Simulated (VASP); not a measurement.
# LiH13O7 in VASP: a series of runs

Runs on LiH13O7. Level: PBE+D3(BJ). Tasks: single point.

All numbers are computed with VASP 6.6.1; they aren't measurements. Logs are shortened: lines on timing, memory, paths and dates and some standing lists are left out, and cuts for length are marked.

### 1 The cell of the first run

The cell holds a disordered packing, 21 atoms: a = 6.073 Å, b = 6.073 Å, c = 6.073 Å, α = 90.00°, β = 90.00°, γ = 90.00°.

### 2 Single point, PBE+D3(BJ)

Contents of INCAR:

```
  PREC = Accurate
  ENCUT = 520
  EDIFF = 1E-7
  ISMEAR = -1
  SIGMA = 0.05
  LREAL = Auto
  LASPH = True
  NELM = 80
  ALGO = Normal
  ISIF = 2
  LWAVE = False
  LCHARG = True
  GGA = PE
  IVDW = 12
  LELF = True
  LVHAR = True
  NBANDS = 45
```

Contents of KPOINTS:

```
Automatic mesh
0
Gamma
  1 1 1
```

Contents of POSCAR:

```
LiH13O7
1.0
    6.0731780000      0.0000000000      0.0000000000
    0.0000000000      6.0731780000      0.0000000000
    0.0000000000      0.0000000000      6.0731780000
O H Li
7 13 1
Direct
    0.7703215680      0.7413252172      0.6673112496
    0.7899159221      0.2938988451      0.9006651872
    0.4507195409      0.6565919853      0.4088962978
    0.3181859646      0.8933214208      0.7665014923
    0.1721009989     -0.1018083119      0.2244623820
    0.6907092135      0.1855206615      0.4216902584
    0.0861986920      0.1674411651      0.5754977048
    0.9085358605      0.7764797936      0.5874519074
    0.6642156709      0.7213850804      0.5455792667
    0.9289535067      0.2610165551      0.8027098827
    0.7681645425      0.4474099063      0.8641110140
    0.3451076191      0.7537404634      0.3360678709
    0.5050732911      0.5143435611      0.3574240702
    0.2148792609      0.9866827549      0.6843698637
    0.3007157044      0.7552059235      0.6927015806
    0.2499350422     -0.0849802196      0.0913031036
    0.1468588604      0.0461866917      0.2907374031
    0.8524367308      0.1812230763      0.4555769648
    0.6628325401      0.1890608179      0.2535575279
    0.1804491816      0.2964675167      0.5740157789
    0.6078366219      1.0418927290      0.7029104037
```

Potentials or basis: VASP PAW PBE potentials, release 64 (O, H, Li_sv).

The run is started by

```console
cat potpaw_PBE.64/O/POTCAR potpaw_PBE.64/H/POTCAR potpaw_PBE.64/Li_sv/POTCAR > POTCAR
mpirun -np 1 vasp_gam > vasp.out
```

OUTCAR:

```text
PREC = Accurate
   ENCUT = 520
   EDIFF = 1E-7
   ISMEAR = -1
   LREAL = Auto
   LASPH = True
   NELM = 80
   ISIF = 2
   GGA = PE
   IVDW = 12
 IVDW          = 12

 ion  position               nearest neighbor table
   1  0.770  0.741  0.667-   9 0.99   8 0.99  21 2.09
   2  0.790  0.294  0.901-  11 0.97  10 1.05  21 2.24
   3  0.451  0.657  0.409-  13 0.98  12 0.98
   4  0.318  0.893  0.767-  15 0.96  14 0.98  21 2.01
   5  0.172  0.898  0.224-  16 0.94  17 1.00
   6  0.691  0.186  0.422-  18 1.00  19 1.04  21 1.98
   7  0.086  0.167  0.575-  20 0.97
   8  0.909  0.776  0.587-   1 0.99
   9  0.664  0.721  0.546-   1 0.99
  10  0.929  0.261  0.803-   2 1.05
  11  0.768  0.447  0.864-   2 0.97
  12  0.345  0.754  0.336-   3 0.98
  13  0.505  0.514  0.357-   3 0.98
  14  0.215  0.987  0.684-   4 0.98
  15  0.301  0.755  0.693-   4 0.96
  16  0.250  0.915  0.091-   5 0.94
  17  0.147  0.046  0.291-   5 1.00
  18  0.852  0.181  0.456-   6 1.00
  19  0.663  0.189  0.254-   6 1.04
  20  0.180  0.296  0.574-   7 0.97
  21  0.608  0.042  0.703-   6 1.98   4 2.01   1 2.09   2 2.24

  LATTYP: Found a simple cubic cell.
 ALAT       =     6.0731780000

  Lattice vectors:

 A1 = (   6.0731780000,   0.0000000000,   0.0000000000)
 A2 = (   0.0000000000,   6.0731780000,   0.0000000000)
 A3 = (   0.0000000000,   0.0000000000,   6.0731780000)

Analysis of symmetry for initial positions (statically):
=====================================================================
 Subroutine PRICEL returns:
 Original cell was already a primitive cell.

 Routine SETGRP: Setting up the symmetry group for a
 simple cubic supercell.

 Subroutine GETGRP returns: Found  1 space group operations
 (whereof  1 operations were pure point group operations)
 out of a pool of 48 trial point group operations.

The static configuration has the point symmetry C_1 .

Analysis of symmetry for dynamics (positions and initial velocities):
=====================================================================
 Subroutine PRICEL returns:
 Original cell was already a primitive cell.

 Routine SETGRP: Setting up the symmetry group for a
 simple cubic supercell.

 Subroutine GETGRP returns: Found  1 space group operations
[... 117 lines left out ...]
   EDIFF  = 0.1E-06   stopping-criterion for ELM
   LREAL  =      T    real-space projection
   EDIFFG = 0.1E-05   stopping-criterion for IOM
   NSW    =      0    number of steps for IOM
   IBRION =     -1    ionic relax: 0-MD 1-quasi-New 2-CG
   NFREE  =      0    steps in history (QN), initial steepest desc. (CG)
   ISIF   =      2    stress and relaxation
   ISYM   =      2    0-nonsym 1-usesym 2-fastsym
   POTIM  = 0.5000    time-step for ionic-motion
   TEBEG  =    0.0;   TEEND  =   0.0 temperature during run
   PSTRESS=    0.0 pullay stress
   NELECT =      58.0000    total number of electrons
   NUPDOWN=      -1.0000    fix difference up-down
   EMIN   =  10.00;   EMAX   =-10.00  energy-range for DOS
   EFERMI =   0.00;   METHOD = LEGACY
   ISMEAR =    -1;   SIGMA  =   0.05  broadening in eV -4-tet -1-fermi 0-gaus
   EFERMI_NEDOS =   21; number of points for ismear=-14 and -15
   IALGO  =     38    algorithm
   IMIX   =      4    mixing-type and parameters
     AMIX     =   0.40;   BMIX     =  1.00
     AMIX_MAG =   1.60;   BMIX_MAG =  1.00
  volume/ion in A,a.u.               =      10.67        71.98
  Fermi-wavevector in a.u.,A,eV,Ry     =   1.043442  1.971819 14.813621  1.088770
  Thomas-Fermi vector in A             =   2.178151
   LORBIT       =      0    0 simple, 1 ext, 2 COOP (PROOUT), +10 PAW based schemes
   GGA     = PE    functional components
   LHFCALC =     F    Hartree Fock is set to
   AEXX    =    0.0000 exact exchange contribution
   IVDW    =    12    specifies the selected vdW correction
   LEPSILON=     F    determine dielectric tensor
   LRPA    =     F    only Hartree local field effects (RPA)
 non-spin polarized calculation
  energy-cutoff  :      520.00
  volume of cell :      224.00
 maximum number of plane-waves:      3016
 NGX is ok and might be reduce to    48
   NGX = 23   NGY = 23   NGZ = 23

 number of electron      57.9999999 magnetization

 Free energy of the ion-electron system (eV)
  ---------------------------------------------------
  ext. energy  EPLUGINS =         0.00000000
  ---------------------------------------------------
  free energy    TOTEN  =      -101.72697608 eV

  energy without entropy =     -101.72697608  energy(sigma->0) =     -101.72697608

 E-fermi :  -1.8724     XC(G=0):  -6.6161

 val. band max:       -3.1257638732   @ k =   0.0000   0.0000   0.0000
 cond. band min:       0.9483419299   @ k =   0.0000   0.0000   0.0000
 fundamental gap:      4.0741058031
 Fermi energy:        -1.8724375988

 k-point     1 :       0.0000    0.0000    0.0000
  band No.  band energies     occupation
      1     -46.0937      2.00000
      2     -22.6720      2.00000
      3     -22.1162      2.00000
      4     -22.0297      2.00000
      5     -21.6412      2.00000
      6     -21.5405      2.00000
[... 33 lines left out ...]
     40       7.4031      0.00000
     41       7.7342      0.00000
 [bands above 41 left out]

------------------------ aborting loop because EDIFF is reached ----------------------------------------

 Edisp (eV)   -0.82055

 E8    (eV) :    -0.1907

  FORCE on cell =-STRESS in cart. coord.  units (eV):
  Direction    XX          YY          ZZ          XY          YZ          ZX
  --------------------------------------------------------------------------------------
  -------------------------------------------------------------------------------------
  Total       1.62516     1.36646    -0.19211    -2.05728    -0.37507     2.58344
  in kB      11.62406     9.77373    -1.37407   -14.71483    -2.68268    18.47823
  external pressure =        6.67 kB  Pullay stress =        0.00 kB

 VOLUME and BASIS-vectors are now :
 -----------------------------------------------------------------------------
  energy-cutoff  :      520.00
  volume of cell :      224.00
      direct lattice vectors                 reciprocal lattice vectors
     6.073178000  0.000000000  0.000000000     0.164658437  0.000000000  0.000000000
     0.000000000  6.073178000  0.000000000     0.000000000  0.164658437  0.000000000
     0.000000000  0.000000000  6.073178000     0.000000000  0.000000000  0.164658437

 POSITION                                       TOTAL-FORCE (eV/Angst)
 -----------------------------------------------------------------------------------
      4.67830      4.50220      4.05270         1.541072      0.649753      0.014065
      4.79730      1.78490      5.46990         1.275637     -0.848885     -0.743133
      2.73730      3.98760      2.48330         1.589228     -1.358576      1.678566
      1.93240      5.42530      4.65510         1.268927     -0.257491      1.573790
      1.04520      5.45488      1.36320        -0.971773      0.326687      1.547561
      4.19480      1.12670      2.56100        -1.556026      0.103537     -2.533654
[... 13 lines left out ...]
      1.09590      1.80050      3.48610        -0.012671      0.111169     -0.153415
      3.69150      0.25442      4.26890         0.132292     -0.026230      0.128667
 -----------------------------------------------------------------------------------
    total drift:                               -0.002397     -0.001006     -0.007418

  FREE ENERGIE OF THE ION-ELECTRON SYSTEM (eV)
  ---------------------------------------------------
  free  energy   TOTEN  =      -102.5475231704 eV

  energy  without entropy=     -102.5475231704  energy(sigma->0) =     -102.54752317
```

Run time: 67 s. Hardware: 1 thread of Intel Xeon 8259CL, shared host; peak memory 0.32 GiB.

Results:

```
Free energy                : -102.5475 eV
Largest force              : 2.975 eV/Å
Dispersion energy per atom : -0.039 eV
```

Forces on the atoms (eV/Å):
```
O    1.541  0.650  0.014
O    1.276 -0.849 -0.743
O    1.589 -1.359  1.679
O    1.269 -0.257  1.574
O   -0.972  0.327  1.548
O   -1.556  0.104 -2.534
O   -0.433  0.378  0.017
H   -0.645 -0.190  0.577
H   -0.684 -0.367 -0.335
H   -1.177 -0.163  0.622
H   -0.279  0.656 -0.152
H   -0.980  0.174 -1.307
H   -0.612  0.326 -0.470
H   -1.101  1.684 -0.555
H    0.515 -1.059 -0.263
H    0.576  0.253 -2.152
H    0.045 -0.485  0.298
H    0.584  0.356 -0.237
H    0.925 -0.262  2.446
H   -0.013  0.111 -0.153
Li   0.132 -0.026  0.129
```

Levels at points of the mesh, in eV from the Fermi level:
| k point | band 26 | band 27 | band 28 | band 29 | band 30 | band 31 | band 32 | band 33 |
| --- | --- | --- | --- | --- | --- | --- | --- | --- |
| (0.00, 0.00, 0.00) | -2.08 | -1.98 | -1.45 | -1.25 | 2.82 | 5.87 | 6.34 | 6.98 |

Caveat: the k points lie up to 1.03 Å⁻¹ apart; the cutoff is under 1.25 times the usual one of these potentials, so pressure, stress and relaxed cells hold a basis-set (Pulay) error.

### 3 Single point, PBE+D3(BJ)

Contents of INCAR:

```
SYSTEM = LiH13O7
PREC     = Accurate       ! precision mode
ENCUT    = 520            ! plane-wave cutoff, eV
EDIFF    = 1E-6           ! SCF threshold, eV
ISMEAR   = -1             ! smearing method
SIGMA    = 0.05           ! smearing width, eV
LREAL    = Auto         
LASPH    = .TRUE.         ! aspherical terms in the spheres
NELM     = 80             ! most SCF steps
ALGO     = Normal         ! electronic algorithm
ISIF     = 2              ! what is computed and relaxed
LWAVE    = .FALSE.        ! write WAVECAR
LCHARG   = .FALSE.        ! write CHGCAR
GGA      = PE             ! functional
IVDW     = 12             ! dispersion correction
NBANDS   = 45             ! bands
```

Contents of KPOINTS:

```
regular mesh
0
G
  1 1 1
  0 0 0
```

Contents of POSCAR:

```
LiH13O7
1.0
    6.0731780000      0.0000000000      0.0000000000
    0.0000000000      6.0731780000      0.0000000000
    0.0000000000      0.0000000000      6.0731780000
O H Li
7 13 1
Direct
    0.7696629343      0.7858817904      0.7452440880
    0.7839058891      0.2694799988      0.9101659790
    0.4075954961      0.6421679062      0.4418115194
    0.3084875826      0.9847233195      0.8471676608
    0.1432363748     -0.0765332417      0.2716370243
    0.6799734834      0.1189657211      0.4023099603
    0.1443560521      0.2344571491      0.5712165855
    0.9072515247      0.8317556311      0.6977895263
    0.7290910953      0.6884698588      0.6180619109
    0.9255780087      0.2669607247      0.8499503884
    0.7436304353      0.4204388543      0.8709443392
    0.3331040190      0.7572147564      0.3501132356
    0.4596440282      0.5289816962      0.3414357360
    0.2294186009      1.1297380054      0.6921911395
    0.3424730841      0.8565531918      0.7726926495
    0.1769419569     -0.0340842966      0.1166605030
    0.1368311615      0.0652376729      0.3497509870
    0.8457680641      0.1356785525      0.3748449329
    0.6454116774     -0.0053020017      0.3151891810
    0.2088033646      0.3752236473      0.5705250200
    0.5886539140      1.0691107687      0.7584332289
```

Potentials or basis: VASP PAW PBE potentials, release 64 (O, H, Li_sv).

The run is started by

```console
cat potpaw_PBE.64/O/POTCAR potpaw_PBE.64/H/POTCAR potpaw_PBE.64/Li_sv/POTCAR > POTCAR
mpirun -np 1 vasp_gam > vasp.out
```

Wall time 50 s (1 thread of Intel Xeon 8259CL, shared host); peak memory 0.32 GiB.

Results (log left out):

* Free energy: -102.3763 eV
* Largest force: 3.085 eV/Å
* Dispersion energy per atom: -0.038 eV

Forces on the atoms (eV/Å):
```
O   -2.305 -1.972 -0.439
O   -2.115  0.824  0.663
O    0.721 -0.424  0.266
O   -0.514  2.752  1.296
O   -0.331  0.008 -1.052
O    2.179  1.418  0.739
O   -1.070 -1.388  0.435
H    2.797  1.058 -0.404
H   -0.481  0.767  0.764
H    2.522 -0.538 -1.142
H   -0.230  0.070  0.422
H   -0.586  0.121  0.112
H    0.018 -0.121 -0.031
H   -0.330 -0.139  0.003
H    0.258 -2.779 -1.309
H    0.194 -0.453 -0.204
H    0.496  0.287  0.707
H   -2.031  0.001  0.517
H   -0.550 -1.160 -0.894
H    0.881  1.783 -0.261
Li   0.477 -0.115 -0.187
```

Levels at points of the mesh, in eV from the Fermi level:
```tsv
k point	band 25	band 26	band 27	band 28	band 29	band 30	band 31	band 32	band 33	band 34
(0.00, 0.00, 0.00)	-2.38	-2.18	-1.92	-1.62	-1.29	2.58	5.80	6.17	6.56	6.80
```

Caveat: the k points lie up to 1.03 Å⁻¹ apart; the cutoff is under 1.25 times the usual one of these potentials, so pressure, stress and relaxed cells hold a basis-set (Pulay) error.
